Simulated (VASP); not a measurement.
# CdGeAs2 (I-42d) in VASP: a series of runs

Runs on CdGeAs2. Level: LDA. Tasks: single point.

Everything below comes from runs of VASP 6.6.1. Logs are shortened: lines on timing, memory, paths and dates and some standing lists are left out, and cuts for length are marked.

**1. The cell of the first run**

Symmetry: I-42d, No. 122, tetragonal system. The conventional cell has a = 5.978 Å, b = 5.978 Å, c = 11.329 Å, α = 90.00°, β = 90.00°, γ = 90.00°. Cd (site symmetry -4) has 4 As at 2.65 Å within 3.5 Å. Ge (site symmetry -4) has 4 As at 2.45 Å within 3.2 Å. Within 3.2 Å of As (site symmetry 2) lie 2 Ge at 2.45 Å and 2 Cd at 2.65 Å.

**2. Single point, LDA**

Input file INCAR:

```
PREC = Accurate
ENCUT = 520
EDIFF = 1E-6
ISMEAR = 0
SIGMA = 0.05
LREAL = F
LASPH = T
NELM = 60
ALGO = Normal
ISIF = 2
LWAVE = F
LCHARG = F
NBANDS = 46
NELECT = 72.2
```

Input file KPOINTS:

```
Automatic mesh
0
Gamma
  6 6 6
```

Input file POSCAR:

```
CdGeAs2
1.0
    5.9777491256      0.0000000000      0.0000000000
    0.0000000000      5.9777491256      0.0000000000
   -2.9888745628     -2.9888745628      5.6642966801
Cd Ge As
2 2 4
Direct
    0.7500000000      0.2500000000      0.5000000000
    0.5000000000      0.5000000000      0.0000000000
    0.0000000000      0.0000000000      0.0000000000
    0.2500000000      0.7500000000      0.5000000000
    0.3462175700      0.8750000000      0.2500000000
    0.6250000000      0.6537824300      0.7500000000
    0.9037824300      0.3750000000      0.2500000000
    0.1250000000      0.0962175700      0.7500000000
```

Potentials or basis: VASP PAW LDA potentials, release 64 (Cd, Ge_d, As).

Launch:

```bash
cat potpaw_LDA.64/Cd/POTCAR potpaw_LDA.64/Ge_d/POTCAR potpaw_LDA.64/As/POTCAR > POTCAR
mpirun -np 1 vasp_std > vasp.out
```

OUTCAR:

```text
PREC = Accurate
   ENCUT = 520
   EDIFF = 1E-6
   ISMEAR = 0
   LREAL = F
   LASPH = T
   NELM = 60
   ISIF = 2
   NELECT = 72.2

 ion  position               nearest neighbor table
   1  0.750  0.250  0.500-   5 2.65   6 2.65   7 2.65   8 2.65
   2  0.500  0.500  0.000-   5 2.65   6 2.65   7 2.65   8 2.65
   3  0.000  0.000  0.000-   5 2.45   6 2.45   7 2.45   8 2.45
   4  0.250  0.750  0.500-   5 2.45   6 2.45   7 2.45   8 2.45
   5  0.346  0.875  0.250-   3 2.45   4 2.45   1 2.65   2 2.65
   6  0.625  0.654  0.750-   3 2.45   4 2.45   1 2.65   2 2.65
   7  0.904  0.375  0.250-   3 2.45   4 2.45   1 2.65   2 2.65
   8  0.125  0.096  0.750-   3 2.45   4 2.45   1 2.65   2 2.65

  LATTYP: Found a body centered tetragonal cell.
 ALAT       =     5.9777491256
 C/A-ratio  =     1.8951269319

  Lattice vectors:

 A1 = (   2.9888745628,  -2.9888745628,  -5.6642966801)
 A2 = (  -2.9888745628,   2.9888745628,  -5.6642966801)
 A3 = (   2.9888745628,   2.9888745628,   5.6642966801)

Analysis of symmetry for initial positions (statically):
=====================================================================
 Subroutine PRICEL returns:
 Original cell was already a primitive cell.

 Routine SETGRP: Setting up the symmetry group for a
 body centered tetragonal supercell.

 Subroutine GETGRP returns: Found  8 space group operations
 (whereof  4 operations were pure point group operations)
 out of a pool of 16 trial point group operations.

The static configuration has the point symmetry S_4 .
 The point group associated with its full space group is D_2d.

Analysis of symmetry for dynamics (positions and initial velocities):
=====================================================================
 Subroutine PRICEL returns:
 Original cell was already a primitive cell.

 Routine SETGRP: Setting up the symmetry group for a
 body centered tetragonal supercell.

 Subroutine GETGRP returns: Found  8 space group operations
 (whereof  4 operations were pure point group operations)
 out of a pool of 16 trial point group operations.

The dynamic configuration has the point symmetry S_4 .
 The point group associated with its full space group is D_2d.

 Subroutine INISYM returns: Found  8 space group operations
 (whereof  4 operations are pure point group operations),
 and found     1 'primitive' translations

----------------------------------------------------------------------------------------

                                     Primitive cell

  volume of cell :     202.4051

  direct lattice vectors                    reciprocal lattice vectors
     5.977749126  0.000000000  0.000000000     0.167287047  0.000000000  0.088272212
     0.000000000  5.977749126  0.000000000     0.000000000  0.167287047  0.088272212
    -2.988874563 -2.988874563  5.664296680     0.000000000  0.000000000  0.176544425

  length of vectors
     5.977749126  5.977749126  7.067602082     0.189147931  0.189147931  0.176544425

  position of ions in fractional coordinates (direct lattice)
     0.750000000  0.250000000  0.500000000
     0.500000000  0.500000000  0.000000000
     0.000000000  0.000000000  0.000000000
     0.250000000  0.750000000  0.500000000
     0.346217570  0.875000000  0.250000000
     0.625000000  0.653782430  0.750000000
     0.903782430  0.375000000  0.250000000
     0.125000000  0.096217570  0.750000000

  ion indices of the primitive-cell ions
   primitive index   ion index
                 1           1
                 2           2
                 3           3
                 4           4
                 5           5
                 6           6
                 7           7
                 8           8

----------------------------------------------------------------------------------------

 KPOINTS: Automatic mesh

Automatic generation of k-mesh.
 Grid dimensions read from file:
 generate k-points for:    6    6    6

 Generating k-lattice:

  Cartesian coordinates                     Fractional coordinates (reciprocal lattice)
     0.027881175  0.000000000  0.014712035     0.166666667  0.000000000  0.000000000
     0.000000000  0.027881175  0.014712035     0.000000000  0.166666667  0.000000000
     0.000000000  0.000000000  0.029424071     0.000000000  0.000000000  0.166666667

  Length of vectors
     0.031524655  0.031524655  0.029424071

  Shift w.r.t. Gamma in fractional coordinates (k-lattice)
     0.000000000  0.000000000  0.000000000

 Subroutine IBZKPT returns following result:
 ===========================================

 Found     30 irreducible k-points:

 Following reciprocal coordinates:
            Coordinates               Weight
  0.000000  0.000000  0.000000      1.000000
  0.166667  0.000000 -0.000000      8.000000
  0.333333  0.000000 -0.000000      8.000000
  0.500000  0.000000 -0.000000      4.000000
  0.166667  0.166667 -0.000000      8.000000
  0.333333  0.166667 -0.000000     16.000000
[... 16 lines left out ...]
 -0.333333  0.333333  0.166667      8.000000
  0.500000  0.500000  0.166667      4.000000
 [... further k-points ...]
   k-points           NKPTS =     30   k-points in BZ     NKDIM =     30   number of bands    NBANDS=     46
   number of dos      NEDOS =    301   number of ions     NIONS =      8
   total plane-waves  NPLWV = 124416
   dimension x,y,z NGX =    48 NGY =   48 NGZ =   54
   dimension x,y,z NGXF=    96 NGYF=   96 NGZF=  108
   ions per type =               2   2   4
   NGX,Y,Z   is equivalent  to a cutoff of  13.35, 13.35, 12.70 a.u.
   NGXF,Y,Z  is equivalent  to a cutoff of  26.70, 26.70, 25.40 a.u.
 SYSTEM =  unknown system
   PREC   = accura    normal or accurate (medium, high low for compatibility)
   ISTART =      0    job   : 0-new  1-cont  2-samecut
   ICHARG =      2    charge: 1-file 2-atom 10-const
   ISPIN  =      1    spin polarized calculation?
   LNONCOLLINEAR =      F non collinear calculations
   LSORBIT =      F    spin-orbit coupling
   LASPH  =      T    aspherical Exc in radial PAW
   ENCUT  =  520.0 eV  38.22 Ry    6.18 a.u.  11.11 11.11 13.14*2*pi/ulx,y,z
   NELM   =     60;   NELMIN=  2; NELMDL= -5     # of ELM steps
   EDIFF  = 0.1E-05   stopping-criterion for ELM
   LREAL  =      F    real-space projection
   EDIFFG = 0.1E-04   stopping-criterion for IOM
   NSW    =      0    number of steps for IOM
   IBRION =     -1    ionic relax: 0-MD 1-quasi-New 2-CG
   NFREE  =      0    steps in history (QN), initial steepest desc. (CG)
   ISIF   =      2    stress and relaxation
   ISYM   =      2    0-nonsym 1-usesym 2-fastsym
   POTIM  = 0.5000    time-step for ionic-motion
   TEBEG  =    0.0;   TEEND  =   0.0 temperature during run
   PSTRESS=    0.0 pullay stress
   NELECT =      72.2000    total number of electrons
   NUPDOWN=      -1.0000    fix difference up-down
   EMIN   =  10.00;   EMAX   =-10.00  energy-range for DOS
   EFERMI =   0.00;   METHOD = LEGACY
   ISMEAR =     0;   SIGMA  =   0.05  broadening in eV -4-tet -1-fermi 0-gaus
   EFERMI_NEDOS =   21; number of points for ismear=-14 and -15
   IALGO  =     38    algorithm
   IMIX   =      4    mixing-type and parameters
     AMIX     =   0.40;   BMIX     =  1.00
     AMIX_MAG =   1.60;   BMIX_MAG =  1.00
  volume/ion in A,a.u.               =      25.30       170.74
  Fermi-wavevector in a.u.,A,eV,Ry     =   1.161039  2.194045 18.340808  1.348011
  Thomas-Fermi vector in A             =   2.297615
   LORBIT       =      0    0 simple, 1 ext, 2 COOP (PROOUT), +10 PAW based schemes
   GGA     = CA    functional components
   LHFCALC =     F    Hartree Fock is set to
   AEXX    =    0.0000 exact exchange contribution
   IVDW    =     0    specifies the selected vdW correction
   LEPSILON=     F    determine dielectric tensor
   LRPA    =     F    only Hartree local field effects (RPA)
 non-spin polarized calculation
 Gauss-broadening in eV      SIGMA  =   0.05
  energy-cutoff  :      520.00
  volume of cell :      202.41
 maximum number of plane-waves:      5476
 NGX is ok and might be reduce to    48
   NGX = 23   NGY = 23   NGZ = 27

 number of electron      72.2000003 magnetization

 Free energy of the ion-electron system (eV)
  ---------------------------------------------------
  ext. energy  EPLUGINS =         0.00000000
  ---------------------------------------------------
  free energy    TOTEN  =       -34.62368840 eV

  energy without entropy =      -34.62170126  energy(sigma->0) =      -34.62269483

 E-fermi :   3.7183     XC(G=0):  -9.6606

 val. band max:        3.6899016678   @ k =   0.1667   0.1667  -0.0000
 cond. band min:       3.7493623805   @ k =   0.1667   0.0000  -0.0000
 fundamental gap:      0.0594607127
 Fermi energy:         3.7183462743

 k-point     1 :       0.0000    0.0000    0.0000
  band No.  band energies     occupation
      1     -22.1395      2.00000
      2     -22.1395      2.00000
      3     -22.1385      2.00000
      4     -22.1346      2.00000
      5     -22.1327      2.00000
      6     -22.1327      2.00000
[... 38 lines left out ...]
     45       7.5837      0.00000
     46       7.5837      0.00000

 k-point     2 :       0.1667    0.0000   -0.0000
  band No.  band energies     occupation
      1     -22.1396      2.00000
      2     -22.1392      2.00000
      3     -22.1384      2.00000
      4     -22.1347      2.00000
      5     -22.1331      2.00000
      6     -22.1326      2.00000
[... 38 lines left out ...]
     45       7.4390      0.00000
     46       7.7585      0.00000

 k-point     3 :       0.3333    0.0000   -0.0000
  band No.  band energies     occupation
      1     -22.1398      2.00000
      2     -22.1387      2.00000
      3     -22.1381      2.00000
      4     -22.1348      2.00000
      5     -22.1339      2.00000
      6     -22.1324      2.00000
[... 38 lines left out ...]
     45       7.5203      0.00000
     46       8.1946      0.00000

 k-point     4 :       0.5000    0.0000   -0.0000
  band No.  band energies     occupation
      1     -22.1399      2.00000
      2     -22.1385      2.00000
      3     -22.1377      2.00000
      4     -22.1349      2.00000
      5     -22.1344      2.00000
      6     -22.1323      2.00000
[... 920 lines left out ...]
     45       7.7648      0.00000
     46       7.7652      0.00000

 k-point    23 :      -0.3333    0.3333    0.1667
  band No.  band energies     occupation
      1     -22.1391      2.00000
      2     -22.1387      2.00000
      3     -22.1376      2.00000
      4     -22.1350      2.00000
      5     -22.1340      2.00000
      6     -22.1334      2.00000
[... 38 lines left out ...]
     45       7.8158      0.00000
     46       7.9211      0.00000

 k-point    24 :       0.5000    0.5000    0.1667
  band No.  band energies     occupation
      1     -22.1388      2.00000
      2     -22.1388      2.00000
      3     -22.1362      2.00000
      4     -22.1362      2.00000
      5     -22.1341      2.00000
      6     -22.1341      2.00000
[... 38 lines left out ...]
     45       7.7980      0.00000
     46       7.7980      0.00000

 [... further k-points ...]

------------------------ aborting loop because EDIFF is reached ----------------------------------------

  FORCE on cell =-STRESS in cart. coord.  units (eV):
  Direction    XX          YY          ZZ          XY          YZ          ZX
  --------------------------------------------------------------------------------------
  -------------------------------------------------------------------------------------
  Total       -0.8307054     -0.8307054     -0.3124156      0.0000000      0.0000000      0.0000000
  in kB       -6.5756131     -6.5756131     -2.4729876      0.0000000      0.0000000      0.0000000
  external PRESSURE =      -5.2080713 kB  Pullay stress =       0.0000000 kB

 VOLUME and BASIS-vectors are now :
 -----------------------------------------------------------------------------
  energy-cutoff  :      520.00
  volume of cell :      202.41
      direct lattice vectors                 reciprocal lattice vectors
     5.977749126  0.000000000  0.000000000     0.167287047  0.000000000  0.088272212
     0.000000000  5.977749126  0.000000000     0.000000000  0.167287047  0.088272212
    -2.988874563 -2.988874563  5.664296680     0.000000000  0.000000000  0.176544425

 POSITION                                       TOTAL-FORCE (eV/Angst)
 -----------------------------------------------------------------------------------
      2.98887      0.00000      2.83215         0.000000      0.000000      0.000000
      2.98887      2.98887      0.00000        -0.000000      0.000000      0.000000
      0.00000      0.00000      0.00000         0.000000     -0.000000      0.000000
      0.00000      2.98887      2.83215        -0.000000      0.000000      0.000000
      1.32238      4.48331      1.41607         0.246744     -0.000000      0.000000
      1.49444      1.66649      4.24822         0.000000     -0.246744     -0.000000
      4.65537      1.49444      1.41607        -0.246744      0.000000      0.000000
     -1.49444     -1.66649      4.24822         0.000000      0.246744      0.000000
 -----------------------------------------------------------------------------------
    total drift:                                0.000003      0.000003     -0.000004

  FREE ENERGIE OF THE ION-ELECTRON SYSTEM (eV)
  ---------------------------------------------------
  free  energy   TOTEN  =       -34.6236884012 eV

  energy  without entropy=      -34.6217012619  energy(sigma->0) =      -34.62269483
```

Run time: 3.2 min. Hardware: 1 thread of Intel Xeon 6975P-C (Granite Rapids), shared host; peak memory 0.43 GiB.

Results:

* Free energy: -34.6237 eV
* Largest force: 0.247 eV/Å

Forces in eV/Å, atoms in the order of the input:
```
Cd   0.000  0.000  0.000
Cd   0.000  0.000  0.000
Ge   0.000  0.000  0.000
Ge   0.000  0.000  0.000
As   0.247  0.000  0.000
As   0.000 -0.247  0.000
As  -0.247  0.000  0.000
As   0.000  0.247  0.000
```

Caveat: the cell carries a net charge on a neutralising background, which shifts energy and pressure; the cell is charged against a uniform background, so pressure and absolute levels hang on convention.

**3. Single point, LDA**

Input file INCAR:

```
  ALGO = Normal
  EDIFF = 1E-7
  ENCUT = 520
  GGA = CA
  ISIF = 2
  ISMEAR = 0
  LASPH = True
  LCHARG = False
  LREAL = False
  LWAVE = False
  NBANDS = 46
  NELECT = 71.8
  NELM = 100
  PREC = Accurate
  SIGMA = 0.05
```

Input file KPOINTS:

```
k-points
0
Gamma
  6 6 6
```

POSCAR is that of step 2.

Potentials or basis: VASP PAW LDA potentials, release 64 (Cd, Ge_d, As).

Launch:

```bash
cat potpaw_LDA.64/Cd/POTCAR potpaw_LDA.64/Ge_d/POTCAR potpaw_LDA.64/As/POTCAR > POTCAR
mpirun -np 1 vasp_std > vasp.out
```

Run time: 3.3 min. Hardware: 1 thread of Intel Xeon 6975P-C (Granite Rapids), shared host; peak memory 0.43 GiB.

Results (log left out):

* Free energy: -35.8525 eV
* Largest force: 0.257 eV/Å

Forces in eV/Å, atoms in the order of the input:
```
Cd   0.000  0.000  0.000
Cd   0.000  0.000  0.000
Ge   0.000  0.000  0.000
Ge   0.000  0.000  0.000
As   0.257  0.000  0.000
As   0.000 -0.257  0.000
As  -0.257  0.000  0.000
As   0.000  0.257  0.000
```

Levels at points of the mesh, in eV from the Fermi level:
```tsv
k point	band 33	band 34	band 35	band 36	band 37	band 38	band 39	band 40
(0.00, 0.00, 0.00)	-1.84	-0.09	0.14	0.14	0.36	1.55	1.95	3.13
(0.50, 0.00, 0.00)	-1.83	-1.25	-0.97	-0.38	1.99	2.25	2.89	3.62
(0.50, 0.50, 0.00)	-0.80	-0.80	-0.30	-0.30	0.86	0.86	2.65	2.65
(0.00, 0.00, 0.50)	-1.56	-1.56	-0.70	-0.70	1.63	1.63	1.86	1.86
```

Caveat: the cell carries a net charge on a neutralising background, which shifts energy and pressure; the cell is charged against a uniform background, so pressure and absolute levels hang on convention.

**4. Single point, LDA**

Input file INCAR:

```
ALGO     = Normal         # electronic algorithm
EDIFF    = 1E-6           # SCF threshold, eV
ENCUT    = 520            # plane-wave cutoff, eV
ISIF     = 2              # what is computed and relaxed
ISMEAR   = 0              # smearing method
LASPH    = True           # aspherical terms in the spheres
LCHARG   = False          # write CHGCAR
LREAL    = False          # projectors in reciprocal space
LWAVE    = False          # write WAVECAR
NBANDS   = 46             # bands
NELM     = 100            # most SCF steps
PREC     = Accurate       # precision mode
SIGMA    = 0.05           # smearing width, eV
```

KPOINTS is that of step 3.

POSCAR is that of step 3.

Launch:

```bash
cat potpaw_LDA.64/Cd/POTCAR potpaw_LDA.64/Ge_d/POTCAR potpaw_LDA.64/As/POTCAR > POTCAR
mpirun -np 1 vasp_std > vasp.out
```

Wall time 3 min (1 thread of Intel Xeon 6975P-C (Granite Rapids), shared host); peak memory 0.43 GiB.

Results (log left out):

```
Free energy            : -35.3299 eV
Pressure               : -2.3 GPa
Largest force          : 0.212 eV/Å
Band gap on the k mesh : 0.19 eV (least direct gap 0.22 eV)
```

Forces on the atoms (eV/Å):
```
Cd   0.000  0.000  0.000
Cd   0.000  0.000  0.000
Ge   0.000  0.000  0.000
Ge   0.000  0.000  0.000
As   0.212  0.000  0.000
As   0.000 -0.212  0.000
As  -0.212  0.000  0.000
As   0.000  0.212  0.000
```

Stress tensor (GPa, compression positive):
```
-2.34  0.00  0.00
 0.00 -2.34  0.00
 0.00  0.00 -2.10
```

Levels at points of the mesh, in eV from the valence-band top:
| k point | band 33 | band 34 | band 35 | band 36 | band 37 | band 38 | band 39 | band 40 |
| --- | --- | --- | --- | --- | --- | --- | --- | --- |
| (0.00, 0.00, 0.00) | -2.02 | -0.27 | -0.02 | -0.02 | 0.19 | 1.35 | 1.76 | 2.95 |
| (0.50, 0.00, 0.00) | -2.01 | -1.43 | -1.14 | -0.56 | 1.82 | 2.07 | 2.71 | 3.43 |
| (0.50, 0.50, 0.00) | -0.97 | -0.97 | -0.47 | -0.47 | 0.68 | 0.68 | 2.47 | 2.47 |
| (0.00, 0.00, 0.50) | -1.74 | -1.74 | -0.88 | -0.88 | 1.44 | 1.44 | 1.66 | 1.66 |

A k mesh can miss the band edges.
